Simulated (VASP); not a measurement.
# SiC (C222_1) in VASP: notebook

The runs below take SiC through single point, with PBE.

Everything below comes from runs of VASP 6.6.1. Logs are shortened: lines on timing, memory, paths and dates and some standing lists are left out, and cuts for length are marked.

### 1 The cell of the first run

Symmetry: C222_1, No. 20, orthorhombic system. Conventional cell: a = 4.380 Å, b = 4.380 Å, c = 4.380 Å, α = 90.00°, β = 90.00°, γ = 90.00°. Within 2.4 Å of Si (site symmetry 2) lie 4 C at 1.84 to 1.95 Å. Within 2.4 Å of C (site symmetry 2) lie 4 Si at 1.84 to 1.95 Å.

### 2 Single point, PBE (mode 7 (741.2 1/cm) frozen in, largest displacement +0.075 Å)

Input file INCAR:

```
PREC     = Accurate       # precision mode
ENCUT    = 600            # plane-wave cutoff, eV
EDIFF    = 1E-6           # SCF threshold, eV
ISMEAR   = 0              # smearing method
SIGMA    = 0.05           # smearing width, eV
LREAL    = False          # projectors in reciprocal space
LASPH    = True           # aspherical terms in the spheres
NELM     = 120            # most SCF steps
ALGO     = Normal         # electronic algorithm
ISIF     = 2              # what is computed and relaxed
LWAVE    = False          # write WAVECAR
LCHARG   = False          # write CHGCAR
GGA      = PE             # functional
NBANDS   = 16             # bands
GGA_COMPAT= False
```

Input file KPOINTS:

```
Automatic mesh
0
Gamma
  10 10 6
```

Input file POSCAR:

```
SiC
1.0
    0.0000000000     -2.1898640950     -2.1898640950
    0.0000000000      2.1898640950     -2.1898640950
    4.3797281900      0.0000000000      0.0000000000
Si C
2 2
Direct
    0.5048143036      0.5048143036      0.5000000000
   -0.0048143036     -0.0048143036      0.0000000000
    0.9828756496      0.5171243504      0.2500000000
    0.5171243504     -0.0171243504      0.7500000000
```

Potentials or basis: VASP PAW PBE potentials, release 64 (Si, C).

The run is started by

```
$ cat potpaw_PBE.64/Si/POTCAR potpaw_PBE.64/C/POTCAR > POTCAR
$ mpirun -np 1 vasp_std > vasp.out
```

OUTCAR:

```text
PREC = Accurate
   ENCUT = 600
   EDIFF = 1E-6
   ISMEAR = 0
   LREAL = False
   LASPH = True
   NELM = 120
   ISIF = 2
   GGA = PE

 ion  position               nearest neighbor table
   1  0.505  0.505  0.500-   3 1.84   4 1.84   4 1.95   3 1.95   2 3.07   2 3.07   2 3.10   2 3.10
                             2 3.10   2 3.10   2 3.13   2 3.13
   2  0.995  0.995  0.000-   3 1.84   4 1.84   4 1.95   3 1.95   1 3.07   1 3.07   1 3.10   1 3.10
                             1 3.10   1 3.10   1 3.13   1 3.13
   3  0.983  0.517  0.250-   1 1.84   2 1.84   1 1.95   2 1.95
   4  0.517  0.983  0.750-   1 1.84   2 1.84   1 1.95   2 1.95

  LATTYP: Found a simple tetragonal cell.
 ALAT       =     3.0969355029
 C/A-ratio  =     1.4142135624

  Lattice vectors:

 A1 = (   0.0000000000,  -2.1898640950,  -2.1898640950)
 A2 = (   0.0000000000,   2.1898640950,  -2.1898640950)
 A3 = (   4.3797281900,   0.0000000000,   0.0000000000)

Analysis of symmetry for initial positions (statically):
=====================================================================
 Subroutine PRICEL returns:
 Original cell was already a primitive cell.

 Routine SETGRP: Setting up the symmetry group for a
 simple tetragonal supercell.

 Subroutine GETGRP returns: Found  4 space group operations
 (whereof  2 operations were pure point group operations)
 out of a pool of 16 trial point group operations.

The static configuration has the point symmetry C_2 .
 The point group associated with its full space group is D_2 .

Analysis of symmetry for dynamics (positions and initial velocities):
=====================================================================
 Subroutine PRICEL returns:
 Original cell was already a primitive cell.

 Routine SETGRP: Setting up the symmetry group for a
 simple tetragonal supercell.

 Subroutine GETGRP returns: Found  4 space group operations
 (whereof  2 operations were pure point group operations)
 out of a pool of 16 trial point group operations.

The dynamic configuration has the point symmetry C_2 .
 The point group associated with its full space group is D_2 .

 Subroutine INISYM returns: Found  4 space group operations
 (whereof  2 operations are pure point group operations),
 and found     1 'primitive' translations

----------------------------------------------------------------------------------------

                                     Primitive cell

  volume of cell :      42.0060

  direct lattice vectors                    reciprocal lattice vectors
     0.000000000 -2.189864095 -2.189864095     0.000000000 -0.228324671 -0.228324671
     0.000000000  2.189864095 -2.189864095     0.000000000  0.228324671 -0.228324671
     4.379728190  0.000000000  0.000000000     0.228324671  0.000000000  0.000000000

  length of vectors
     3.096935503  3.096935503  4.379728190     0.322899847  0.322899847  0.228324671

  position of ions in fractional coordinates (direct lattice)
     0.504814304  0.504814304  0.500000000
     0.995185696  0.995185696  0.000000000
     0.982875650  0.517124350  0.250000000
     0.517124350  0.982875650  0.750000000

  ion indices of the primitive-cell ions
   primitive index   ion index
                 1           1
                 2           2
                 3           3
                 4           4

----------------------------------------------------------------------------------------

 KPOINTS: Automatic mesh

Automatic generation of k-mesh.
 Grid dimensions read from file:
 generate k-points for:   10   10    6

 Generating k-lattice:

  Cartesian coordinates                     Fractional coordinates (reciprocal lattice)
     0.000000000 -0.022832467 -0.022832467     0.100000000  0.000000000  0.000000000
     0.000000000  0.022832467 -0.022832467     0.000000000  0.100000000  0.000000000
     0.038054112  0.000000000  0.000000000     0.000000000  0.000000000  0.166666667

  Length of vectors
     0.032289985  0.032289985  0.038054112

  Shift w.r.t. Gamma in fractional coordinates (k-lattice)
     0.000000000  0.000000000  0.000000000

 Subroutine IBZKPT returns following result:
 ===========================================

 Found    124 irreducible k-points:

 Following reciprocal coordinates:
            Coordinates               Weight
  0.000000  0.000000  0.000000      1.000000
  0.100000  0.000000  0.000000      4.000000
  0.200000  0.000000  0.000000      4.000000
  0.300000  0.000000  0.000000      4.000000
  0.400000  0.000000  0.000000      4.000000
  0.500000  0.000000  0.000000      2.000000
[... 16 lines left out ...]
  0.300000  0.300000  0.000000      2.000000
 -0.300000  0.300000  0.000000      2.000000
 [... further k-points ...]
   k-points           NKPTS =    124   k-points in BZ     NKDIM =    124   number of bands    NBANDS=     16
   number of dos      NEDOS =    301   number of ions     NIONS =      4
   total plane-waves  NPLWV =  28224
   dimension x,y,z NGX =    28 NGY =   28 NGZ =   36
   dimension x,y,z NGXF=    56 NGYF=   56 NGZF=   72
   ions per type =               2   2
   NGX,Y,Z   is equivalent  to a cutoff of  15.03, 15.03, 13.66 a.u.
   NGXF,Y,Z  is equivalent  to a cutoff of  30.06, 30.06, 27.33 a.u.
 SYSTEM =  unknown system
   PREC   = accura    normal or accurate (medium, high low for compatibility)
   ISTART =      0    job   : 0-new  1-cont  2-samecut
   ICHARG =      2    charge: 1-file 2-atom 10-const
   ISPIN  =      1    spin polarized calculation?
   LNONCOLLINEAR =      F non collinear calculations
   LSORBIT =      F    spin-orbit coupling
   LASPH  =      T    aspherical Exc in radial PAW
   ENCUT  =  600.0 eV  44.10 Ry    6.64 a.u.   6.19  6.19  8.75*2*pi/ulx,y,z
   NELM   =    120;   NELMIN=  2; NELMDL= -5     # of ELM steps
   EDIFF  = 0.1E-05   stopping-criterion for ELM
   LREAL  =      F    real-space projection
   EDIFFG = 0.1E-04   stopping-criterion for IOM
   NSW    =      0    number of steps for IOM
   IBRION =     -1    ionic relax: 0-MD 1-quasi-New 2-CG
   NFREE  =      0    steps in history (QN), initial steepest desc. (CG)
   ISIF   =      2    stress and relaxation
   ISYM   =      2    0-nonsym 1-usesym 2-fastsym
   POTIM  = 0.5000    time-step for ionic-motion
   TEBEG  =    0.0;   TEEND  =   0.0 temperature during run
   PSTRESS=    0.0 pullay stress
   NELECT =      16.0000    total number of electrons
   NUPDOWN=      -1.0000    fix difference up-down
   EMIN   =  10.00;   EMAX   =-10.00  energy-range for DOS
   EFERMI =   0.00;   METHOD = LEGACY
   ISMEAR =     0;   SIGMA  =   0.05  broadening in eV -4-tet -1-fermi 0-gaus
   EFERMI_NEDOS =   21; number of points for ismear=-14 and -15
   IALGO  =     38    algorithm
   IMIX   =      4    mixing-type and parameters
     AMIX     =   0.40;   BMIX     =  1.00
     AMIX_MAG =   1.60;   BMIX_MAG =  1.00
  volume/ion in A,a.u.               =      10.50        70.87
  Fermi-wavevector in a.u.,A,eV,Ry     =   1.186709  2.242555 19.160797  1.408279
  Thomas-Fermi vector in A             =   2.322876
   LORBIT       =      0    0 simple, 1 ext, 2 COOP (PROOUT), +10 PAW based schemes
   GGA     = PE    functional components
   LHFCALC =     F    Hartree Fock is set to
   AEXX    =    0.0000 exact exchange contribution
   IVDW    =     0    specifies the selected vdW correction
   LEPSILON=     F    determine dielectric tensor
   LRPA    =     F    only Hartree local field effects (RPA)
 non-spin polarized calculation
 Gauss-broadening in eV      SIGMA  =   0.05
  energy-cutoff  :      600.00
  volume of cell :       42.01
 maximum number of plane-waves:      1432
 NGX is ok and might be reduce to    28
   NGX = 13   NGY = 13   NGZ = 17

 number of electron      15.9999999 magnetization

 Free energy of the ion-electron system (eV)
  ---------------------------------------------------
  ext. energy  EPLUGINS =         0.00000000
  ---------------------------------------------------
  free energy    TOTEN  =       -29.96275274 eV

  energy without entropy =      -29.96275274  energy(sigma->0) =      -29.96275274

 E-fermi :   8.2398     XC(G=0): -11.2897

 val. band max:        7.9579772311   @ k =   0.0000   0.0000   0.0000
 cond. band min:       9.2782312355   @ k =   0.5000   0.5000   0.0000
 fundamental gap:      1.3202540044
 Fermi energy:         8.2398238858

 k-point     1 :       0.0000    0.0000    0.0000
  band No.  band energies     occupation
      1      -7.3619      2.00000
      2      -2.4127      2.00000
      3       0.1665      2.00000
      4       4.7700      2.00000
      5       4.7814      2.00000
      6       7.8880      2.00000
[... 8 lines left out ...]
     15      21.3845      0.00000
     16      21.8252      0.00000

 k-point     2 :       0.1000    0.0000    0.0000
  band No.  band energies     occupation
      1      -7.2334      2.00000
      2      -2.3774      2.00000
      3       0.2658      2.00000
      4       4.0604      2.00000
      5       4.8703      2.00000
      6       7.3136      2.00000
[... 8 lines left out ...]
     15      20.8896      0.00000
     16      21.4578      0.00000

 k-point     3 :       0.2000    0.0000    0.0000
  band No.  band energies     occupation
      1      -6.8517      2.00000
      2      -2.3475      2.00000
      3       0.5241      2.00000
      4       2.8658      2.00000
      5       5.1418      2.00000
      6       6.0056      2.00000
[... 8 lines left out ...]
     15      19.8155      0.00000
     16      20.4189      0.00000
[... 362 lines left out ...]
 k-point    23 :       0.3000    0.3000    0.0000
  band No.  band energies     occupation
      1      -5.1301      2.00000
      2      -2.1995      2.00000
      3       0.7936      2.00000
      4       3.1831      2.00000
      5       3.3833      2.00000
      6       3.6342      2.00000
[... 8 lines left out ...]
     15      19.2488      0.00000
     16      19.3380      0.00000

 k-point    24 :      -0.3000    0.3000    0.0000
  band No.  band energies     occupation
      1      -5.1288      2.00000
      2      -2.2058      2.00000
      3       0.8076      2.00000
      4       3.1879      2.00000
      5       3.3383      2.00000
      6       3.6753      2.00000
[... 8 lines left out ...]
     15      19.2762      0.00000
     16      19.4455      0.00000

 [... further k-points ...]

------------------------ aborting loop because EDIFF is reached ----------------------------------------

  FORCE on cell =-STRESS in cart. coord.  units (eV):
  Direction    XX          YY          ZZ          XY          YZ          ZX
  --------------------------------------------------------------------------------------
  -------------------------------------------------------------------------------------
  Total        0.5457286      0.0598496      0.3376755      0.0000000      0.0000000      0.0000000
  in kB       20.8149695      2.2827619     12.8794878      0.0000000      0.0000000      0.0000000
  external PRESSURE =      11.9924064 kB  Pullay stress =       0.0000000 kB

 VOLUME and BASIS-vectors are now :
 -----------------------------------------------------------------------------
  energy-cutoff  :      600.00
  volume of cell :       42.01
      direct lattice vectors                 reciprocal lattice vectors
     0.000000000 -2.189864095 -2.189864095     0.000000000 -0.228324671 -0.228324671
     0.000000000  2.189864095 -2.189864095     0.000000000  0.228324671 -0.228324671
     4.379728190  0.000000000  0.000000000     0.228324671  0.000000000  0.000000000

 POSITION                                       TOTAL-FORCE (eV/Angst)
 -----------------------------------------------------------------------------------
      2.18986      0.00000     -2.21095         0.000000      0.000000      1.204223
      0.00000      0.00000     -4.35864         0.000000      0.000000     -1.204223
      1.09493     -1.01993     -3.28480         0.000000     -1.820201      0.000000
      3.28480      1.01993     -3.28480        -0.000000      1.820201      0.000000
 -----------------------------------------------------------------------------------
    total drift:                                0.000000      0.000000      0.000000

  FREE ENERGIE OF THE ION-ELECTRON SYSTEM (eV)
  ---------------------------------------------------
  free  energy   TOTEN  =       -29.9627527399 eV

  energy  without entropy=      -29.9627527399  energy(sigma->0) =      -29.96275274
```

It took 35 s on 1 thread of Intel Xeon 6975P-C (Granite Rapids), shared host; peak memory 0.22 GiB.

What came out:

```
Free energy            : -29.9628 eV
Pressure               : 1.2 GPa
Largest force          : 1.820 eV/Å
Band gap on the k mesh : 1.32 eV
```

Forces in eV/Å, atoms in the order of the input:
```
Si   0.000  0.000  1.204
Si   0.000  0.000 -1.204
C    0.000 -1.820  0.000
C    0.000  1.820  0.000
```

Caveat: the cell differs from its parent crystal (mode 7 (741.2 1/cm) frozen in, largest displacement +0.075 Å); forces of over 1 eV/Å act on the atoms, so gaps and moduli don't describe the material at rest. A k mesh can miss the band edges.

### 3 Single point, PBE (mode 7 (741.2 1/cm) frozen in, largest displacement +0.113 Å)

Input file INCAR:

```
PREC = Accurate
ENCUT = 600
EDIFF = 1E-6
ISMEAR = 0
SIGMA = 0.05
LREAL = False
LASPH = True
NELM = 120
ALGO = Normal
ISIF = 2
LWAVE = False
LCHARG = True
GGA = PE
LELF = True
LVHAR = True
NBANDS = 16
GGA_COMPAT = False
```

KPOINTS is that of step 2.

Input file POSCAR:

```
SiC
1.0
    0.0000000000     -2.1898640950     -2.1898640950
    0.0000000000      2.1898640950     -2.1898640950
    4.3797281900      0.0000000000      0.0000000000
Si C
2 2
Direct
    0.5072214554      0.5072214554      0.5000000000
   -0.0072214554     -0.0072214554      0.0000000000
    0.9743134745      0.5256865255      0.2500000000
    0.5256865255     -0.0256865255      0.7500000000
```

Potentials or basis: VASP PAW PBE potentials, release 64 (Si, C).

The run is started by

```
$ cat potpaw_PBE.64/Si/POTCAR potpaw_PBE.64/C/POTCAR > POTCAR
$ mpirun -np 1 vasp_std > vasp.out
```

Wall time 41 s (1 thread of Intel Xeon 6975P-C (Granite Rapids), shared host); peak memory 0.22 GiB.

It converged, with:

- Free energy: -29.7603 eV
- Pressure: 2.9 GPa
- Largest force: 2.729 eV/Å
- Band gap on the k mesh: 1.26 eV

Forces on the atoms (eV/Å):
```
Si   0.000  0.000  1.824
Si   0.000  0.000 -1.824
C    0.000 -2.729  0.000
C    0.000  2.729  0.000
```

Stress tensor (GPa, compression positive):
```
4.93 0.00 0.00
0.00 0.73 0.00
0.00 0.00 3.12
```

Levels at points of the mesh, in eV from the valence-band top:
| k point | band 5 | band 6 | band 7 | band 8 | band 9 | band 10 | band 11 | band 12 |
| --- | --- | --- | --- | --- | --- | --- | --- | --- |
| (0.00, 0.00, 0.00) | -3.20 | -0.16 | -0.13 | 0.00 | 1.46 | 4.21 | 5.88 | 7.00 |
| (0.50, 0.00, 0.00) | -4.64 | -4.11 | -1.45 | -0.93 | 5.27 | 5.42 | 7.94 | 8.06 |
| (0.50, 0.50, 0.00) | -3.50 | -3.36 | -3.30 | -2.90 | 1.26 | 1.48 | 4.22 | 4.24 |
| (0.00, 0.00, 0.50) | -1.96 | -1.96 | -1.87 | -1.87 | 3.92 | 3.92 | 5.98 | 5.98 |
| (0.50, 0.00, 0.50) | -1.41 | -1.41 | -0.83 | -0.83 | 5.18 | 5.18 | 6.85 | 6.85 |
| (0.50, 0.50, 0.50) | -5.06 | -5.06 | -4.49 | -4.49 | 4.87 | 4.87 | 9.20 | 9.20 |

Caveat: the cell differs from its parent crystal (mode 7 (741.2 1/cm) frozen in, largest displacement +0.113 Å); forces of over 1 eV/Å act on the atoms, so gaps and moduli don't describe the material at rest. A k mesh can miss the band edges.

### 4 Single point, PBE (mode 7 (741.2 1/cm) frozen in, largest displacement +0.037 Å)

INCAR, as its differences from that of step 3:

```diff
@@ -11,6 +11,4 @@
 LWAVE = False
-LCHARG = True
+LCHARG = False
 GGA = PE
-LELF = True
-LVHAR = True
 NBANDS = 16
```

KPOINTS is that of step 3.

Input file POSCAR:

```
SiC
1.0
    0.0000000000     -2.1898640950     -2.1898640950
    0.0000000000      2.1898640950     -2.1898640950
    4.3797281900      0.0000000000      0.0000000000
Si C
2 2
Direct
    0.5024071518      0.5024071518      0.5000000000
   -0.0024071518     -0.0024071518      0.0000000000
    0.9914378248      0.5085621752      0.2500000000
    0.5085621752     -0.0085621752      0.7500000000
```

The run is started by

```
$ cat potpaw_PBE.64/Si/POTCAR potpaw_PBE.64/C/POTCAR > POTCAR
$ mpirun -np 1 vasp_std > vasp.out
```

It took 37 s on 1 thread of Intel Xeon 6975P-C (Granite Rapids), shared host; peak memory 0.22 GiB.

It converged, with:

| Item | Value |
| --- | --- |
| Free energy | -30.0841 eV |
| Pressure | 0.2 GPa |
| Largest force | 0.911 eV/Å |
| Band gap on the k mesh | 1.36 eV |

Forces on the atoms (eV/Å):
```
Si   0.000  0.000  0.599
Si   0.000  0.000 -0.599
C    0.000 -0.911  0.000
C    0.000  0.911  0.000
```

Stress tensor (GPa, compression positive):
```
 0.38  0.00  0.00
 0.00 -0.08  0.00
 0.00  0.00  0.18
```

Levels at points of the mesh, in eV from the valence-band top:
```csv
k point,band 6,band 7,band 8,band 9,band 10,band 11
"(0.00, 0.00, 0.00)",-0.02,-0.01,0.00,1.38,4.27,6.04
"(0.50, 0.00, 0.00)",-4.22,-1.27,-1.09,5.44,5.49,8.49
"(0.50, 0.50, 0.00)",-3.18,-3.17,-3.06,1.36,1.38,4.27
"(0.00, 0.00, 0.50)",-1.92,-1.91,-1.91,4.00,4.00,6.24
"(0.50, 0.00, 0.50)",-1.15,-0.96,-0.96,5.29,5.29,7.08
"(0.50, 0.50, 0.50)",-4.94,-4.61,-4.61,5.15,5.15,9.29
```

Caveat: the cell differs from its parent crystal (mode 7 (741.2 1/cm) frozen in, largest displacement +0.037 Å). A k mesh can miss the band edges.
